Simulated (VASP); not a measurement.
# SiCl (Cmcm) in VASP: single point with PBE

Aim: the single point of SiCl with PBE.

Everything below comes from runs of VASP 6.6.1. Logs are shortened: lines on timing, memory, paths and dates and some standing lists are left out, and cuts for length are marked.

## 1. The cell of the first run

The structure is orthorhombic, space group Cmcm (No. 63). Conventional cell: a = 3.927 Å, b = 11.805 Å, c = 5.000 Å, α = 90.00°, β = 90.00°, γ = 90.00°. Within 3.2 Å of Si (site symmetry m2m) lie 2 Cl at 2.40 Å and 2 Si at 2.51 Å. Within 3.2 Å of Cl (site symmetry m2m) lie 2 Si at 2.40 Å.

## 2. Single point, PBE

Contents of INCAR:

```
SYSTEM = SiCl
  PREC = Accurate
  ENCUT = 520
  EDIFF = 1E-6
  ISMEAR = -1
  SIGMA = 0.1
  LREAL = .FALSE.
  LASPH = .TRUE.
  NELM = 100
  ALGO = Normal
  ISIF = 2
  LWAVE = .FALSE.
  LCHARG = .FALSE.
  GGA = PE
  NBANDS = 19
```

Contents of KPOINTS:

```
Automatic mesh
0
G
  5 5 4
  0 0 0
```

Contents of POSCAR:

```
SiCl
1.0
    3.9267019662     -0.0000001821      0.0000000000
    1.9633507094     -5.9025857954      0.0000000000
    0.0000000000      0.0000000000     -4.9995884793
Si Cl
2 2
Direct
    0.4890879736      0.0218240528      0.7500000000
    0.5109120264      0.9781759472      0.2500000000
    0.1060571874      0.7878856251      0.7500000000
    0.8939428126      0.2121143749      0.2500000000
```

Potentials or basis: VASP PAW PBE potentials, release 64 (Si, Cl).

The run is started by

```console
$ cat potpaw_PBE.64/Si/POTCAR potpaw_PBE.64/Cl/POTCAR > POTCAR
$ mpirun -np 1 vasp_std > vasp.out
```

OUTCAR:

```text
SYSTEM = SiCl
   PREC = Accurate
   ENCUT = 520
   EDIFF = 1E-6
   ISMEAR = -1
   LREAL = .FALSE.
   LASPH = .TRUE.
   NELM = 100
   ISIF = 2
   GGA = PE

 ion  position               nearest neighbor table
   1  0.489  0.022  0.750-   3 2.40   3 2.40   2 2.51   2 2.51
   2  0.511  0.978  0.250-   4 2.40   4 2.40   1 2.51   1 2.51
   3  0.106  0.788  0.750-   1 2.40   1 2.40
   4  0.894  0.212  0.250-   2 2.40   2 2.40

  LATTYP: Found a base centered orthorhombic cell.
 ALAT       =     3.9267019662
 B/A-ratio  =     3.0063833493
 C/A-ratio  =     1.2732284045

  Lattice vectors:

 A1 = (   1.9633512568,   5.9025856133,   0.0000000000)
 A2 = (   1.9633507094,  -5.9025857954,   0.0000000000)
 A3 = (   0.0000000000,   0.0000000000,  -4.9995884793)

Analysis of symmetry for initial positions (statically):
=====================================================================
 Subroutine PRICEL returns:
 Original cell was already a primitive cell.

 Routine SETGRP: Setting up the symmetry group for a
 base centered orthorhombic supercell.

 Subroutine GETGRP returns: Found  8 space group operations
 (whereof  4 operations were pure point group operations)
 out of a pool of  8 trial point group operations.

The static configuration has the point symmetry C_2h.
 The point group associated with its full space group is D_2h.

Analysis of symmetry for dynamics (positions and initial velocities):
=====================================================================
 Subroutine PRICEL returns:
 Original cell was already a primitive cell.

 Routine SETGRP: Setting up the symmetry group for a
 base centered orthorhombic supercell.

 Subroutine GETGRP returns: Found  8 space group operations
 (whereof  4 operations were pure point group operations)
 out of a pool of  8 trial point group operations.

The dynamic configuration has the point symmetry C_2h.
 The point group associated with its full space group is D_2h.

 Subroutine INISYM returns: Found  8 space group operations
 (whereof  4 operations are pure point group operations),
 and found     1 'primitive' translations

----------------------------------------------------------------------------------------

                                     Primitive cell

  volume of cell :     115.8789

  direct lattice vectors                    reciprocal lattice vectors
[... 85 lines left out ...]
   ISPIN  =      1    spin polarized calculation?
   LNONCOLLINEAR =      F non collinear calculations
   LSORBIT =      F    spin-orbit coupling
   LASPH  =      T    aspherical Exc in radial PAW
   ENCUT  =  520.0 eV  38.22 Ry    6.18 a.u.   7.30 11.57  9.30*2*pi/ulx,y,z
   NELM   =    100;   NELMIN=  2; NELMDL= -5     # of ELM steps
   EDIFF  = 0.1E-05   stopping-criterion for ELM
   LREAL  =      F    real-space projection
   EDIFFG = 0.1E-04   stopping-criterion for IOM
   NSW    =      0    number of steps for IOM
   IBRION =     -1    ionic relax: 0-MD 1-quasi-New 2-CG
   NFREE  =      0    steps in history (QN), initial steepest desc. (CG)
   ISIF   =      2    stress and relaxation
   ISYM   =      2    0-nonsym 1-usesym 2-fastsym
   POTIM  = 0.5000    time-step for ionic-motion
   TEBEG  =    0.0;   TEEND  =   0.0 temperature during run
   PSTRESS=    0.0 pullay stress
   NELECT =      22.0000    total number of electrons
   NUPDOWN=      -1.0000    fix difference up-down
   EMIN   =  10.00;   EMAX   =-10.00  energy-range for DOS
   EFERMI =   0.00;   METHOD = LEGACY
   ISMEAR =    -1;   SIGMA  =   0.10  broadening in eV -4-tet -1-fermi 0-gaus
   EFERMI_NEDOS =   21; number of points for ismear=-14 and -15
   IALGO  =     38    algorithm
   IMIX   =      4    mixing-type and parameters
     AMIX     =   0.40;   BMIX     =  1.00
     AMIX_MAG =   1.60;   BMIX_MAG =  1.00
  volume/ion in A,a.u.               =      28.97       195.50
  Fermi-wavevector in a.u.,A,eV,Ry     =   0.940909  1.778060 12.045367  0.885309
  Thomas-Fermi vector in A             =   2.068367
   LORBIT       =      0    0 simple, 1 ext, 2 COOP (PROOUT), +10 PAW based schemes
   GGA     = PE    functional components
[... 5 lines left out ...]
 non-spin polarized calculation
  energy-cutoff  :      520.00
  volume of cell :      115.88
 maximum number of plane-waves:      3138
 NGX is ok and might be reduce to    30
   NGX = 15   NGY = 23   NGZ = 19

 number of electron      22.0000002 magnetization

 Free energy of the ion-electron system (eV)
  ---------------------------------------------------
  ext. energy  EPLUGINS =         0.00000000
  ---------------------------------------------------
  free energy    TOTEN  =       -14.79409849 eV

  energy without entropy =      -14.75789004  energy(sigma->0) =      -14.77599426

 E-fermi :   3.1369     XC(G=0):  -7.6078

 val. band max:        3.1357478327   @ k =  -0.2000   0.2000   0.5000
 cond. band min:       3.1938331660   @ k =   0.2000   0.0000   0.5000
 fundamental gap:      0.0580853332
 Fermi energy:         3.1368853470

 k-point     1 :       0.0000    0.0000    0.0000
  band No.  band energies     occupation
      1     -14.5563      2.00000
      2     -14.0337      2.00000
      3      -6.1328      2.00000
      4      -3.5130      2.00000
      5      -3.4815      2.00000
      6      -3.1359      2.00000
[... 505 lines left out ...]
      6      -3.3247      2.00000
[... 11 lines left out ...]
     18       8.7494      0.00000
     19       9.7836      0.00000

 [... further k-points ...]

------------------------ aborting loop because EDIFF is reached ----------------------------------------

  FORCE on cell =-STRESS in cart. coord.  units (eV):
  Direction    XX          YY          ZZ          XY          YZ          ZX
  --------------------------------------------------------------------------------------
  -------------------------------------------------------------------------------------
  Total       -0.0802902     -0.0409061     -0.0282862      0.0000000     -0.0000000      0.0000000
  in kB       -1.1101174     -0.5655803     -0.3910931      0.0000000     -0.0000000      0.0000000
  external PRESSURE =      -0.6889302 kB  Pullay stress =       0.0000000 kB

 VOLUME and BASIS-vectors are now :
 -----------------------------------------------------------------------------
  energy-cutoff  :      520.00
  volume of cell :      115.88
      direct lattice vectors                 reciprocal lattice vectors
     3.926701966 -0.000000182  0.000000000     0.254666645  0.084708627  0.000000000
     1.963350709 -5.902585795  0.000000000    -0.000000008 -0.169417277  0.000000000
     0.000000000  0.000000000 -4.999588479     0.000000000  0.000000000 -0.200016462

 POSITION                                       TOTAL-FORCE (eV/Angst)
 -----------------------------------------------------------------------------------
      1.96335     -0.12882     -3.74969         0.000000      0.004973      0.000000
      3.92670     -5.77377     -1.24990        -0.000000     -0.004973     -0.000000
      1.96335     -4.65056     -3.74969        -0.000000     -0.007252      0.000000
      3.92670     -1.25202     -1.24990         0.000000      0.007252     -0.000000
 -----------------------------------------------------------------------------------
    total drift:                                0.000000      0.000000     -0.000000

  FREE ENERGIE OF THE ION-ELECTRON SYSTEM (eV)
  ---------------------------------------------------
  free  energy   TOTEN  =       -14.7940984908 eV

  energy  without entropy=      -14.7578900380  energy(sigma->0) =      -14.77599426
```

Run time: 44 s. Hardware: 1 thread of Intel Xeon Platinum 8375C at 2.90GHz (Ice Lake), shared host; peak memory 0.23 GiB.

Results:

- Free energy: -14.7941 eV
- Pressure: -0.1 GPa
- Largest force: 0.007 eV/Å
- Band gap on the k mesh: zero (band 11 reaches 4.14 eV, above the bottom of band 12 at 2.10 eV)

Forces in eV/Å, atoms in the order of the input:
```
Si   0.000  0.005  0.000
Si   0.000 -0.005  0.000
Cl   0.000 -0.007  0.000
Cl   0.000  0.007  0.000
```
